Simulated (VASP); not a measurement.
# Na (Im-3m) in VASP: further runs

Na is run at these levels: PBE; tasks: single point.

All numbers are computed with VASP 6.6.1; they aren't measurements. Logs are shortened: lines on timing, memory, paths and dates and some standing lists are left out, and cuts for length are marked.

### 1 The cell of the first run

The structure is cubic, space group Im-3m (No. 229). The conventional cell has a = 4.282 Å, b = 4.282 Å, c = 4.282 Å, α = 90.00°, β = 90.00°, γ = 90.00°. Na (site symmetry m-3m) has 14 Na at 3.71 to 4.28 Å within 4.9 Å.

### 2 Single point, PBE

Input file INCAR:

```
PREC = Accurate
ENCUT = 520
EDIFF = 1E-6
ISMEAR = 0
SIGMA = 0.05
LREAL = False
LASPH = True
NELM = 100
ALGO = Fast
ISIF = 2
LWAVE = False
LCHARG = False
GGA = PE
NBANDS = 10
```

Input file KPOINTS:

```
regular mesh
0
Gamma
  7 7 7
```

Input file POSCAR:

```
Na
1.0
   -2.1410000000      2.1410000000      2.1410000000
    2.1410000000     -2.1410000000      2.1410000000
    2.1410000000      2.1410000000     -2.1410000000
Na
1
Direct
    0.0000000000      0.0000000000      0.0000000000
```

Potentials or basis: VASP PAW PBE potentials, release 64 (Na_pv).

Launch:

```console
$ cat potpaw_PBE.64/Na_pv/POTCAR > POTCAR
$ mpirun -np 1 vasp_std > vasp.out
```

OUTCAR:

```text
PREC = Accurate
   ENCUT = 520
   EDIFF = 1E-6
   ISMEAR = 0
   LREAL = False
   LASPH = True
   NELM = 100
   ISIF = 2
   GGA = PE

 ion  position               nearest neighbor table
   1  0.000  0.000  0.000-

  LATTYP: Found a body centered cubic cell.
 ALAT       =     4.2820000000

  Lattice vectors:

 A1 = (  -2.1410000000,   2.1410000000,   2.1410000000)
 A2 = (   2.1410000000,  -2.1410000000,   2.1410000000)
 A3 = (   2.1410000000,   2.1410000000,  -2.1410000000)

Analysis of symmetry for initial positions (statically):
=====================================================================
 Subroutine PRICEL returns:
 Original cell was already a primitive cell.

 Routine SETGRP: Setting up the symmetry group for a
 body centered cubic supercell.

 Subroutine GETGRP returns: Found 48 space group operations
 (whereof 48 operations were pure point group operations)
 out of a pool of 48 trial point group operations.

The static configuration has the point symmetry O_h .

Analysis of symmetry for dynamics (positions and initial velocities):
=====================================================================
 Subroutine PRICEL returns:
 Original cell was already a primitive cell.

 Routine SETGRP: Setting up the symmetry group for a
 body centered cubic supercell.

 Subroutine GETGRP returns: Found 48 space group operations
 (whereof 48 operations were pure point group operations)
 out of a pool of 48 trial point group operations.

The dynamic configuration has the point symmetry O_h .

 Subroutine INISYM returns: Found 48 space group operations
 (whereof 48 operations are pure point group operations),
 and found     1 'primitive' translations

----------------------------------------------------------------------------------------

                                     Primitive cell

  volume of cell :      39.2564

  direct lattice vectors                    reciprocal lattice vectors
    -2.141000000  2.141000000  2.141000000     0.000000000  0.233535731  0.233535731
     2.141000000 -2.141000000  2.141000000     0.233535731  0.000000000  0.233535731
     2.141000000  2.141000000 -2.141000000     0.233535731  0.233535731  0.000000000

  length of vectors
     3.708320779  3.708320779  3.708320779     0.330269398  0.330269398  0.330269398

  position of ions in fractional coordinates (direct lattice)
     0.000000000  0.000000000  0.000000000

  ion indices of the primitive-cell ions
   primitive index   ion index
                 1           1

----------------------------------------------------------------------------------------

 KPOINTS: regular mesh

Automatic generation of k-mesh.
 Grid dimensions read from file:
 generate k-points for:    7    7    7

 Generating k-lattice:

  Cartesian coordinates                     Fractional coordinates (reciprocal lattice)
     0.000000000  0.033362247  0.033362247     0.142857143  0.000000000  0.000000000
     0.033362247  0.000000000  0.033362247     0.000000000  0.142857143  0.000000000
     0.033362247  0.033362247  0.000000000     0.000000000  0.000000000  0.142857143

  Length of vectors
     0.047181343  0.047181343  0.047181343

  Shift w.r.t. Gamma in fractional coordinates (k-lattice)
     0.000000000  0.000000000  0.000000000

 Subroutine IBZKPT returns following result:
 ===========================================

 Found     20 irreducible k-points:

 Following reciprocal coordinates:
            Coordinates               Weight
  0.000000  0.000000  0.000000      1.000000
  0.142857  0.000000  0.000000     12.000000
  0.285714  0.000000  0.000000     12.000000
  0.428571  0.000000  0.000000     12.000000
  0.142857  0.142857  0.000000     24.000000
  0.285714  0.142857 -0.000000     48.000000
[... 12 lines left out ...]
 -0.428571 -0.428571  0.285714      8.000000
 -0.428571  0.428571  0.428571      6.000000
   k-points           NKPTS =     20   k-points in BZ     NKDIM =     20   number of bands    NBANDS=     10
   number of dos      NEDOS =    301   number of ions     NIONS =      1
   total plane-waves  NPLWV =  21952
   dimension x,y,z NGX =    28 NGY =   28 NGZ =   28
   dimension x,y,z NGXF=    56 NGYF=   56 NGZF=   56
   ions per type =               1
   NGX,Y,Z   is equivalent  to a cutoff of  12.55, 12.55, 12.55 a.u.
   NGXF,Y,Z  is equivalent  to a cutoff of  25.11, 25.11, 25.11 a.u.
 SYSTEM =  unknown system
   PREC   = accura    normal or accurate (medium, high low for compatibility)
   ISTART =      0    job   : 0-new  1-cont  2-samecut
   ICHARG =      2    charge: 1-file 2-atom 10-const
   ISPIN  =      1    spin polarized calculation?
   LNONCOLLINEAR =      F non collinear calculations
   LSORBIT =      F    spin-orbit coupling
   LASPH  =      T    aspherical Exc in radial PAW
   ENCUT  =  520.0 eV  38.22 Ry    6.18 a.u.   6.90  6.90  6.90*2*pi/ulx,y,z
   NELM   =    100;   NELMIN=  2; NELMDL= -5     # of ELM steps
   EDIFF  = 0.1E-05   stopping-criterion for ELM
   LREAL  =      F    real-space projection
   EDIFFG = 0.1E-04   stopping-criterion for IOM
   NSW    =      0    number of steps for IOM
   IBRION =     -1    ionic relax: 0-MD 1-quasi-New 2-CG
   NFREE  =      0    steps in history (QN), initial steepest desc. (CG)
   ISIF   =      2    stress and relaxation
   ISYM   =      2    0-nonsym 1-usesym 2-fastsym
   POTIM  = 0.5000    time-step for ionic-motion
   TEBEG  =    0.0;   TEEND  =   0.0 temperature during run
   PSTRESS=    0.0 pullay stress
   NELECT =       7.0000    total number of electrons
   NUPDOWN=      -1.0000    fix difference up-down
   EMIN   =  10.00;   EMAX   =-10.00  energy-range for DOS
   EFERMI =   0.00;   METHOD = LEGACY
   ISMEAR =     0;   SIGMA  =   0.05  broadening in eV -4-tet -1-fermi 0-gaus
   EFERMI_NEDOS =   21; number of points for ismear=-14 and -15
   IALGO  =     68    algorithm
   IMIX   =      4    mixing-type and parameters
     AMIX     =   0.40;   BMIX     =  1.00
     AMIX_MAG =   1.60;   BMIX_MAG =  1.00
  volume/ion in A,a.u.               =      39.26       264.91
  Fermi-wavevector in a.u.,A,eV,Ry     =   0.921448  1.741284 11.552251  0.849066
  Thomas-Fermi vector in A             =   2.046866
   LORBIT       =      0    0 simple, 1 ext, 2 COOP (PROOUT), +10 PAW based schemes
   GGA     = PE    functional components
   LHFCALC =     F    Hartree Fock is set to
   AEXX    =    0.0000 exact exchange contribution
   IVDW    =     0    specifies the selected vdW correction
   LEPSILON=     F    determine dielectric tensor
   LRPA    =     F    only Hartree local field effects (RPA)
 non-spin polarized calculation
 RMM-DIIS sequential band-by-band and
 Gauss-broadening in eV      SIGMA  =   0.05
  energy-cutoff  :      520.00
  volume of cell :       39.26
 maximum number of plane-waves:      1069
   NGX = 13   NGY = 13   NGZ = 13

 number of electron       7.0000011 magnetization

 Free energy of the ion-electron system (eV)
  ---------------------------------------------------
  ext. energy  EPLUGINS =         0.00000000
  ---------------------------------------------------
  free energy    TOTEN  =        -1.30904297 eV

  energy without entropy =       -1.30729253  energy(sigma->0) =       -1.30816775

 E-fermi :   0.0733     XC(G=0):  -6.3550

 val. band max:        0.0379454904   @ k =  -0.2857   0.4286   0.1429
 cond. band min:       0.3609129496   @ k =  -0.4286   0.4286   0.1429
 fundamental gap:      0.3229674592
 Fermi energy:         0.0732616310

 k-point     1 :       0.0000    0.0000    0.0000
  band No.  band energies     occupation
      1     -24.7770      2.00000
      2     -24.7770      2.00000
      3     -24.7770      2.00000
      4      -2.9900      2.00000
      5      11.5352      0.00000
      6      11.5352      0.00000
      7      11.5352      0.00000
      8      12.5037      0.00000
      9      12.5045      0.00000
     10      13.0525      0.00000

 k-point     2 :       0.1429    0.0000    0.0000
  band No.  band energies     occupation
      1     -24.7825      2.00000
      2     -24.7789      2.00000
      3     -24.7770      2.00000
      4      -2.6452      2.00000
      5       8.5542      0.00000
      6      10.1615      0.00000
      7      10.5401      0.00000
      8      10.9665      0.00000
      9      11.6628      0.00000
     10      13.3800      0.00000

 k-point     3 :       0.2857    0.0000    0.0000
  band No.  band energies     occupation
      1     -24.7948      2.00000
      2     -24.7831      2.00000
      3     -24.7770      2.00000
      4      -1.6236      2.00000
      5       5.1865      0.00000
      6       8.8788      0.00000
      7       9.5260      0.00000
      8       9.7726      0.00000
      9      10.7764      0.00000
     10      14.2269      0.00000

 k-point     4 :       0.4286    0.0000    0.0000
  band No.  band energies     occupation
      1     -24.8045      2.00000
      2     -24.7865      2.00000
      3     -24.7769      2.00000
      4       0.0351      1.71903
      5       2.3506      0.00000
      6       8.2244      0.00000
      7       9.0067      0.00000
      8       9.1769      0.00000
      9      10.1861      0.00000
     10      15.4174      0.00000
[... 170 lines left out ...]
 k-point    18 :      -0.4286    0.4286    0.2857
  band No.  band energies     occupation
      1     -24.8001      2.00000
      2     -24.7933      2.00000
      3     -24.7901      2.00000
      4       1.3270      0.00000
      5       3.5886      0.00000
      6       5.6074      0.00000
      7       6.2043      0.00000
      8       8.3098      0.00000
      9      10.7185      0.00000
     10      14.0917      0.00000

 k-point    19 :      -0.4286   -0.4286    0.2857
  band No.  band energies     occupation
      1     -24.7985      2.00000
      2     -24.7985      2.00000
      3     -24.7911      2.00000
      4       3.0072      0.00000
      5       3.0072      0.00000
      6       3.9027      0.00000
      7       7.4219      0.00000
      8       7.4219      0.00000
      9       9.1937      0.00000
     10      14.3348      0.00000

 k-point    20 :      -0.4286    0.4286    0.4286
  band No.  band energies     occupation
      1     -24.7979      2.00000
      2     -24.7971      2.00000
      3     -24.7971      2.00000
      4       2.8893      0.00000
      5       4.7632      0.00000
      6       5.0211      0.00000
      7       5.0211      0.00000
      8       6.1351      0.00000
      9       8.2975      0.00000
     10      17.4229      0.00000

------------------------ aborting loop because EDIFF is reached ----------------------------------------

  FORCE on cell =-STRESS in cart. coord.  units (eV):
  Direction    XX          YY          ZZ          XY          YZ          ZX
  --------------------------------------------------------------------------------------
  -------------------------------------------------------------------------------------
  Total       -0.1291294     -0.1291294     -0.1291294      0.0000000     -0.0000000      0.0000000
  in kB       -5.2701841     -5.2701841     -5.2701841      0.0000000     -0.0000000      0.0000000
  external PRESSURE =      -5.2701841 kB  Pullay stress =       0.0000000 kB

 VOLUME and BASIS-vectors are now :
 -----------------------------------------------------------------------------
  energy-cutoff  :      520.00
  volume of cell :       39.26
      direct lattice vectors                 reciprocal lattice vectors
    -2.141000000  2.141000000  2.141000000     0.000000000  0.233535731  0.233535731
     2.141000000 -2.141000000  2.141000000     0.233535731  0.000000000  0.233535731
     2.141000000  2.141000000 -2.141000000     0.233535731  0.233535731  0.000000000

 POSITION                                       TOTAL-FORCE (eV/Angst)
 -----------------------------------------------------------------------------------
      0.00000      0.00000      0.00000        -0.000000     -0.000000      0.000000
 -----------------------------------------------------------------------------------
    total drift:                                0.000000     -0.000000      0.000000

  FREE ENERGIE OF THE ION-ELECTRON SYSTEM (eV)
  ---------------------------------------------------
  free  energy   TOTEN  =        -1.3090429699 eV

  energy  without entropy=       -1.3072925301  energy(sigma->0) =       -1.30816775
```

It took 5.3 s on 1 thread of AMD EPYC 7R13 (Zen 3), shared host; peak memory 0.11 GiB.

What came out:

| Quantity | Value |
| --- | --- |
| Free energy | -1.3090 eV |
| Pressure | -0.5 GPa |
| Band gap on the k mesh | zero (an odd number of electrons rules out a gap without spin polarisation) |

### 3 Single point, PBE

Input file INCAR:

```
SYSTEM = Na
  ALGO = Fast
  EDIFF = 1E-6
  ENCUT = 520
  GGA = PE
  ISIF = 2
  ISMEAR = 0
  LASPH = .TRUE.
  LCHARG = .FALSE.
  LREAL = .FALSE.
  LWAVE = .FALSE.
  NBANDS = 10
  NELM = 80
  PREC = Accurate
  SIGMA = 0.025
```

Input file KPOINTS:

```
k-points
0
G
  7 7 7
  0 0 0
```

POSCAR is that of step 2.

Potentials or basis: VASP PAW PBE potentials, release 64 (Na_pv).

Launch:

```console
$ cat potpaw_PBE.64/Na_pv/POTCAR > POTCAR
$ mpirun -np 1 vasp_std > vasp.out
```

Wall time 5 s (1 thread of AMD EPYC 7R13 (Zen 3), shared host); peak memory 0.11 GiB.

The run converged. Its results:

| Item | Value |
| --- | --- |
| Free energy | -1.3082 eV |
| Pressure | -0.5 GPa |
| Band gap on the k mesh | zero (an odd number of electrons rules out a gap without spin polarisation) |

Levels at points of the mesh, in eV from the Fermi level:
```
           k point  band 1  band 2  band 3  band 4  band 5  band 6  band 7  band 8  band 9
(0.00, 0.00, 0.00)  -24.83  -24.83  -24.83   -3.05   11.48   11.48   11.48   12.45   12.45
```

### 4 Single point, PBE

Input file INCAR:

```
SYSTEM = Na
PREC     = Accurate       ! precision mode
ENCUT    = 520            ! plane-wave cutoff, eV
EDIFF    = 1E-7           ! SCF threshold, eV
ISMEAR   = 0              ! smearing method
SIGMA    = 0.01           ! smearing width, eV
LREAL    = .False.        ! projectors in reciprocal space
LASPH    = .True.         ! aspherical terms in the spheres
NELM     = 80             ! most SCF steps
ALGO     = Normal         ! electronic algorithm
ISIF     = 2              ! what is computed and relaxed
LWAVE    = .False.        ! write WAVECAR
LCHARG   = .True.         ! write CHGCAR
GGA      = PE             ! functional
LELF     = .True.         ! ELF
LVHAR    = .True.       
NBANDS   = 10             ! bands
```

Input file KPOINTS:

```
Automatic mesh
0
Gamma
  7 7 7
  0 0 0
```

POSCAR is that of step 3.

Potentials or basis: VASP PAW PBE potentials, release 64 (Na_pv).

Launch:

```console
$ cat potpaw_PBE.64/Na_pv/POTCAR > POTCAR
$ mpirun -np 1 vasp_std > vasp.out
```

OUTCAR:

```text
SYSTEM = Na
   PREC = Accurate
   ENCUT = 520
   EDIFF = 1E-7
   ISMEAR = 0
   LREAL = .False.
   LASPH = .True.
   NELM = 80
   ISIF = 2
   GGA = PE

 ion  position               nearest neighbor table
   1  0.000  0.000  0.000-

  LATTYP: Found a body centered cubic cell.
 ALAT       =     4.2820000000

  Lattice vectors:

 A1 = (  -2.1410000000,   2.1410000000,   2.1410000000)
 A2 = (   2.1410000000,  -2.1410000000,   2.1410000000)
 A3 = (   2.1410000000,   2.1410000000,  -2.1410000000)

Analysis of symmetry for initial positions (statically):
=====================================================================
 Subroutine PRICEL returns:
 Original cell was already a primitive cell.

 Routine SETGRP: Setting up the symmetry group for a
 body centered cubic supercell.

 Subroutine GETGRP returns: Found 48 space group operations
 (whereof 48 operations were pure point group operations)
 out of a pool of 48 trial point group operations.

The static configuration has the point symmetry O_h .

[... 156 lines left out ...]
 cond. band min:       0.3608024596   @ k =  -0.4286   0.4286   0.1429
 fundamental gap:      0.3229673546
 Fermi energy:         0.0442718415

 k-point     1 :       0.0000    0.0000    0.0000
  band No.  band energies     occupation
      1     -24.7787      2.00000
      2     -24.7787      2.00000
      3     -24.7787      2.00000
      4      -2.9901      2.00000
      5      11.5350      0.00000
      6      11.5350      0.00000
      7      11.5350      0.00000
      8      12.5037      0.00000
      9      12.5037      0.00000
     10      13.0365      0.00000
[... 235 lines left out ...]
 k-point    20 :      -0.4286    0.4286    0.4286
  band No.  band energies     occupation
      1     -24.7996      2.00000
      2     -24.7987      2.00000
      3     -24.7987      2.00000
      4       2.8892      0.00000
      5       4.7632      0.00000
      6       5.0209      0.00000
      7       5.0209      0.00000
      8       6.1350      0.00000
      9       8.2973      0.00000
     10      17.4170      0.00000

------------------------ aborting loop because EDIFF is reached ----------------------------------------

  FORCE on cell =-STRESS in cart. coord.  units (eV):
  Direction    XX          YY          ZZ          XY          YZ          ZX
  --------------------------------------------------------------------------------------
  -------------------------------------------------------------------------------------
  Total       -0.1053664     -0.1053664     -0.1053664      0.0000000      0.0000000      0.0000000
  in kB       -4.3003402     -4.3003402     -4.3003402      0.0000000      0.0000000      0.0000000
  external PRESSURE =      -4.3003402 kB  Pullay stress =       0.0000000 kB

 VOLUME and BASIS-vectors are now :
 -----------------------------------------------------------------------------
  energy-cutoff  :      520.00
  volume of cell :       39.26
      direct lattice vectors                 reciprocal lattice vectors
    -2.141000000  2.141000000  2.141000000     0.000000000  0.233535731  0.233535731
     2.141000000 -2.141000000  2.141000000     0.233535731  0.000000000  0.233535731
     2.141000000  2.141000000 -2.141000000     0.233535731  0.233535731  0.000000000

 POSITION                                       TOTAL-FORCE (eV/Angst)
 -----------------------------------------------------------------------------------
      0.00000      0.00000      0.00000        -0.000000     -0.000000      0.000000
 -----------------------------------------------------------------------------------
    total drift:                                0.000000     -0.000000      0.000000

  FREE ENERGIE OF THE ION-ELECTRON SYSTEM (eV)
  ---------------------------------------------------
  free  energy   TOTEN  =        -1.3076462966 eV

  energy  without entropy=       -1.3073013813  energy(sigma->0) =       -1.30747384
```

stdout:

```text
POSCAR found type information on POSCAR Na
 POSCAR found :  1 types and       1 ions
 scaLAPACK will be used
 LDA part: xc-table for (Slater+PW92), standard interpolation
 POSCAR, INCAR and KPOINTS ok, starting setup
 FFT: planning ... GRIDC
 FFT: planning ... GRID_SOFT
 FFT: planning ... GRID
 WAVECAR not read
 entering main loop
```

Wall time 5.4 s (1 thread of AMD EPYC 7R13 (Zen 3), shared host); peak memory 0.12 GiB.

What came out:

* Free energy: -1.3076 eV
* Pressure: -0.4 GPa
* Band gap on the k mesh: zero (an odd number of electrons rules out a gap without spin polarisation)

[end of part 1 of 2]

The gap in the log of VASP goes by the Fermi energy; the results here count the filled bands.